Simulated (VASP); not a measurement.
# Rh (P6_3/mmc) in VASP: a series of runs, part 2 of 2

VASP 6.6.1. Earlier steps stand in the parts before.

## (3) Single point, LDA, collinear spin, ferromagnetic start (15.66 Å³/atom)

This run uses another cell than the first one, of 15.66 Å³/atom.

INCAR reads:

```
SYSTEM = Rh
ALGO = Fast
EDIFF = 1E-6
ENCUT = 520
ISIF = 2
ISMEAR = 0
ISPIN = 2
LASPH = .TRUE.
LCHARG = .FALSE.
LMAXMIX = 4
LORBIT = 11
LREAL = .FALSE.
LWAVE = .FALSE.
MAGMOM = 0.875 0.875
NBANDS = 26
NELM = 150
NUPDOWN = 1.75
PREC = Accurate
SIGMA = 0.15
```

KPOINTS reads:

```
k-points
0
G
  21 21 12
  0 0 0
```

POSCAR reads:

```
Rh
1.0
    2.8216504786      0.0000000000      0.0000000000
   -1.4108252393      2.4436209951      0.0000000000
    0.0000000000      0.0000000000      4.5432630173
Rh
2
Direct
    0.6666666667      0.3333333333      0.7500000000
    0.3333333333      0.6666666667      0.2500000000
```

Potentials or basis: VASP PAW LDA potentials, release 64 (Rh_pv).

On the command line:

```
> cat potpaw_LDA.64/Rh_pv/POTCAR > POTCAR
> mpirun -np 1 vasp_std > vasp.out
```

OUTCAR:

```text
SYSTEM = Rh
   EDIFF = 1E-6
   ENCUT = 520
   ISIF = 2
   ISMEAR = 0
   ISPIN = 2
   LASPH = .TRUE.
   LORBIT = 11
   LREAL = .FALSE.
   NELM = 150
   NUPDOWN = 1.75
   PREC = Accurate

 ion  position               nearest neighbor table
   1  0.667  0.333  0.750-   2 2.80   2 2.80   2 2.80   2 2.80   2 2.80   2 2.80
   2  0.333  0.667  0.250-   1 2.80   1 2.80   1 2.80   1 2.80   1 2.80   1 2.80

  LATTYP: Found a hexagonal cell.
 ALAT       =     2.8216504786
 C/A-ratio  =     1.6101437977

  Lattice vectors:

 A1 = (   2.8216504786,   0.0000000000,   0.0000000000)
 A2 = (  -1.4108252393,   2.4436209951,   0.0000000000)
[... 1611 lines left out ...]

 VOLUME and BASIS-vectors are now :
 -----------------------------------------------------------------------------
  energy-cutoff  :      520.00
  volume of cell :       31.33
      direct lattice vectors                 reciprocal lattice vectors
     2.821650479  0.000000000  0.000000000     0.354402506  0.204614382  0.000000000
    -1.410825239  2.443620995  0.000000000     0.000000000  0.409228764  0.000000000
     0.000000000  0.000000000  4.543263017     0.000000000  0.000000000  0.220106121

 POSITION                                       TOTAL-FORCE (eV/Angst)
 -----------------------------------------------------------------------------------
      1.41083      0.81454      3.40745        -0.000000      0.000000      0.000000
     -0.00000      1.62908      1.13582         0.000000     -0.000000      0.000000
 -----------------------------------------------------------------------------------
    total drift:                               -0.000000      0.000000     -0.000000

  FREE ENERGIE OF THE ION-ELECTRON SYSTEM (eV)
  ---------------------------------------------------
  free  energy   TOTEN  =       -16.5938048467 eV

  energy  without entropy=      -16.5489404788  energy(sigma->0) =      -16.57137266

 total charge

# of ion       s       p       d       tot
------------------------------------------
    1        0.363   6.226   6.996  13.585
    2        0.363   6.226   6.996  13.585
--------------------------------------------------
tot          0.726  12.452  13.991  27.170

 magnetization (x)

# of ion       s       p       d       tot
------------------------------------------
    1       -0.000  -0.000   0.865   0.865
    2       -0.000  -0.000   0.865   0.865
--------------------------------------------------
tot         -0.001  -0.001   1.730   1.729
```

OSZICAR:

```text
N       E                     dE             d eps       ncg     rms          rms(c)
DAV:   1     0.331436051601E+03    0.33144E+03   -0.17936E+04 35056   0.129E+03
DAV:   2    -0.911145820620E+01   -0.34055E+03   -0.32624E+03 36198   0.414E+02
DAV:   3    -0.176044782245E+02   -0.84930E+01   -0.84143E+01 39950   0.726E+01
DAV:   4    -0.176617724108E+02   -0.57294E-01   -0.57276E-01 38890   0.598E+00
DAV:   5    -0.176626087193E+02   -0.83631E-03   -0.83622E-03 41460   0.753E-01    0.117E+01
RMM:   6    -0.166176620949E+02    0.10449E+01   -0.20695E+00 37454   0.103E+01    0.380E+00
RMM:   7    -0.165998282673E+02    0.17834E-01   -0.36401E-02 38116   0.155E+00    0.206E+00
RMM:   8    -0.165901344568E+02    0.96938E-02   -0.89125E-03 40721   0.802E-01    0.742E-01
RMM:   9    -0.165937764779E+02   -0.36420E-02   -0.11947E-03 43477   0.307E-01    0.667E-02
RMM:  10    -0.165937991217E+02   -0.22644E-04   -0.12894E-04 45391   0.101E-01    0.104E-02
RMM:  11    -0.165938033757E+02   -0.42539E-05   -0.22989E-05 47182   0.397E-02    0.575E-03
RMM:  12    -0.165938048023E+02   -0.14266E-05   -0.41364E-06 39607   0.172E-02    0.302E-03
RMM:  13    -0.165938048467E+02   -0.44398E-07   -0.11688E-06 29937   0.965E-03
   1 F= -.16593805E+02 E0= -.16571373E+02  d E =-.448644E-01  mag=     1.7500
```

stdout:

```text
POSCAR found type information on POSCAR Rh
 POSCAR found :  1 types and       2 ions
 scaLAPACK will be used
 LDA part: xc-table for (Slater(with rela. corr.)+CA(PZ))
 , standard interpolation
 POSCAR, INCAR and KPOINTS ok, starting setup
 FFT: planning ... GRIDC
 FFT: planning ... GRID_SOFT
 FFT: planning ... GRID
 WAVECAR not read
 entering main loop
```

It took 9.6 min on 1 thread of AMD EPYC 7R13, shared host; peak memory 0.43 GiB.

Results:

| Item | Value |
| --- | --- |
| Free energy | -16.5938 eV |
| Pressure | -30.0 GPa |
| Net moment | 1.75 μB per cell |
| Site moments | Rh +0.86 μB |
| Valence electrons inside the program's atomic spheres | Rh 13.59 |

Stress tensor (GPa, compression positive):
```
-29.71   0.00   0.00
  0.00 -29.71   0.00
  0.00   0.00 -30.68
```

Caveat: the cell stands under tension; the total moment is fixed, so each spin has its own Fermi level and the state may be an excited one.

## (4) Single point, LDA, collinear spin, ferromagnetic start (12.48 Å³/atom)

This run uses another cell than the first one, of 12.48 Å³/atom.

INCAR reads:

```
PREC = Accurate
ENCUT = 520
EDIFF = 1E-6
ISMEAR = 0
SIGMA = 0.15
LREAL = F
LASPH = T
NELM = 150
ALGO = Normal
ISIF = 2
LWAVE = F
LCHARG = T
ISPIN = 2
MAGMOM = 0.75 0.75
LORBIT = 11
NUPDOWN = 1.5
LMAXMIX = 4
LELF = T
LVHAR = T
NBANDS = 26
```

KPOINTS reads:

```
regular mesh
0
Gamma
  21 21 12
```

POSCAR reads:

```
Rh
1.0
    2.6157318906      0.0000000000      0.0000000000
   -1.3078659453      2.2652902668      0.0000000000
    0.0000000000      0.0000000000      4.2117044800
Rh
2
Direct
    0.6666666667      0.3333333333      0.7500000000
    0.3333333333      0.6666666667      0.2500000000
```

Potentials or basis: VASP PAW LDA potentials, release 64 (Rh_pv).

On the command line:

```
> cat potpaw_LDA.64/Rh_pv/POTCAR > POTCAR
> mpirun -np 1 vasp_std > vasp.out
```

OUTCAR:

```text
PREC = Accurate
   ENCUT = 520
   EDIFF = 1E-6
   ISMEAR = 0
   LREAL = F
   LASPH = T
   NELM = 150
   ISIF = 2
   ISPIN = 2
   LORBIT = 11
   NUPDOWN = 1.5

 ion  position               nearest neighbor table
   1  0.667  0.333  0.750-   2 2.59   2 2.59   2 2.59   2 2.59   2 2.59   2 2.59
   2  0.333  0.667  0.250-   1 2.59   1 2.59   1 2.59   1 2.59   1 2.59   1 2.59

  LATTYP: Found a hexagonal cell.
 ALAT       =     2.6157318906
 C/A-ratio  =     1.6101437977

  Lattice vectors:

 A1 = (   2.6157318906,   0.0000000000,   0.0000000000)
 A2 = (  -1.3078659453,   2.2652902668,   0.0000000000)
 A3 = (   0.0000000000,   0.0000000000,   4.2117044800)

Analysis of symmetry for initial positions (statically):
=====================================================================
 Subroutine PRICEL returns:
 Original cell was already a primitive cell.

 Routine SETGRP: Setting up the symmetry group for a
 hexagonal supercell.

 Subroutine GETGRP returns: Found 24 space group operations
[... 885 lines left out ...]
     25      33.6080      0.00000
     26      34.5937      0.00000

 [... further k-points ...]

 spin component 2

 k-point     1 :       0.0000    0.0000    0.0000
  band No.  band energies     occupation
      1     -33.4603      1.00000
      2     -32.5538      1.00000
      3     -32.5538      1.00000
      4     -32.4006      1.00000
      5     -32.4006      1.00000
      6     -32.3771      1.00000
[... 685 lines left out ...]
     25      34.2517      0.00000
     26      34.8009      0.00000

 [... further k-points ...]
[... 5 lines left out ...]
  --------------------------------------------------------------------------------------
  -------------------------------------------------------------------------------------
  Total        4.3675101      4.3675101      4.5443678      0.0000000     -0.0000000      0.0000000
  in kB      280.3945227    280.3945227    291.7487983      0.0000000     -0.0000000      0.0000000
  external PRESSURE =     284.1792812 kB  Pullay stress =       0.0000000 kB

 VOLUME and BASIS-vectors are now :
 -----------------------------------------------------------------------------
  energy-cutoff  :      520.00
  volume of cell :       24.96
      direct lattice vectors                 reciprocal lattice vectors
     2.615731891  0.000000000  0.000000000     0.382302178  0.220722266  0.000000000
    -1.307865945  2.265290267  0.000000000     0.000000000  0.441444531  0.000000000
     0.000000000  0.000000000  4.211704480     0.000000000  0.000000000  0.237433563

 POSITION                                       TOTAL-FORCE (eV/Angst)
 -----------------------------------------------------------------------------------
      1.30787      0.75510      3.15878        -0.000000      0.000000      0.000000
     -0.00000      1.51019      1.05293         0.000000     -0.000000      0.000000
 -----------------------------------------------------------------------------------
    total drift:                               -0.000000      0.000000     -0.000000

  FREE ENERGIE OF THE ION-ELECTRON SYSTEM (eV)
  ---------------------------------------------------
  free  energy   TOTEN  =       -16.9577581612 eV

  energy  without entropy=      -16.9261888717  energy(sigma->0) =      -16.94197352

 total charge

# of ion       s       p       d       tot
------------------------------------------
    1        0.456   6.371   7.166  13.993
    2        0.456   6.371   7.166  13.993
--------------------------------------------------
tot          0.912  12.742  14.333  27.987

 magnetization (x)

# of ion       s       p       d       tot
------------------------------------------
    1        0.002   0.005   0.727   0.733
    2        0.002   0.005   0.727   0.733
--------------------------------------------------
tot          0.003   0.009   1.454   1.467
```

stdout:

```text
POSCAR found type information on POSCAR Rh
 POSCAR found :  1 types and       2 ions
 scaLAPACK will be used
 LDA part: xc-table for (Slater(with rela. corr.)+CA(PZ))
 , standard interpolation
 POSCAR, INCAR and KPOINTS ok, starting setup
 FFT: planning ... GRIDC
 FFT: planning ... GRID_SOFT
 FFT: planning ... GRID
 WAVECAR not read
 entering main loop
```

Run time: 2.6 min. Hardware: 1 thread of Intel Xeon 8259CL, shared host; peak memory 0.33 GiB.

What came out:

```yaml
Free_energy: -16.9578 eV
Pressure: 28.4 GPa
Net_moment: 1.50 μB per cell
Site_moments: Rh +0.73 μB
Valence_electrons_inside_the_program's_atomic_spheres: Rh 13.99
```

Stress tensor (GPa, compression positive):
```
28.04  0.00  0.00
 0.00 28.04  0.00
 0.00  0.00 29.17
```

Caveat: the cell stands under pressure; the total moment is fixed, so each spin has its own Fermi level and the state may be an excited one.

## (5) Overview

| spin | fixed moment (μB) | cell | pressure (GPa) | moment (μB) |
| --- | --- | --- | --- | --- |
| collinear | 0.25 | a = 2.670, b = 2.670, c = 4.299 Å, angles 90.0, 90.0, 120.0°, 2 atoms | 1.1 | 0.25 |
| collinear, ferromagnetic start | 1.75 | a = 2.822, b = 2.822, c = 4.543 Å, angles 90.0, 90.0, 120.0°, 2 atoms | -30.0 | 1.75 |
| collinear, ferromagnetic start | 1.5 | a = 2.616, b = 2.616, c = 4.212 Å, angles 90.0, 90.0, 120.0°, 2 atoms | 28.4 | 1.50 |

Alike in all rows: task single point; level LDA; potentials or basis VASP PAW LDA potentials, release 64 (Rh_pv); k mesh 21 × 21 × 12; cutoff (eV) 520; smearing gaussian 0.15 eV.

Caveats: the total moment is fixed, so each spin has its own Fermi level and the state may be an excited one; the cell stands under tension (at least some runs); the cell stands under pressure (at least some runs).

Total energies depend on the potentials used, so only differences within one code and one set of settings carry meaning.
